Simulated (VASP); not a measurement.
A run of VASP 6.6.1:

File INCAR:

```
ALGO = Normal ; EDIFF = 1E-6
ENCUT = 520 ; GGA = PE
ISIF = 2 ; ISMEAR = 0
LASPH = T ; LCHARG = F
LREAL = F ; LWAVE = F
NBANDS = 15 ; NELM = 80
PREC = Accurate ; SIGMA = 0.05
```

File KPOINTS:

```
k-points
0
Gamma
  6 6 6
```

POSCAR

```
KI
1.0
    0.0000000000      3.6238849398      3.3339741447
    3.6238849398      0.0000000000      3.3339741447
    3.6238849398      3.6238849398      0.0000000000
K I
1 1
Direct
    0.0000000000      0.0000000000      0.0000000000
    0.5000000000      0.5000000000      0.5000000000
```

Potentials or basis: VASP PAW PBE potentials, release 64 (K_sv, I).

Launch:

```console
$ cat potpaw_PBE.64/K_sv/POTCAR potpaw_PBE.64/I/POTCAR > POTCAR
$ mpirun -np 1 vasp_std > vasp.out
```

Hardware: 1 thread of Intel(R) Xeon(R) Platinum 8375C CPU @ 2.90GHz (Ice Lake), on a shared host.

Question: Estimate the wall time of this run.

Answer: It took 43 s on 1 thread of Intel(R) Xeon(R) Platinum 8375C CPU @ 2.90GHz (Ice Lake) (shared host), peak memory 0.25 GiB. Counts: scf iterations 12, k points 30.
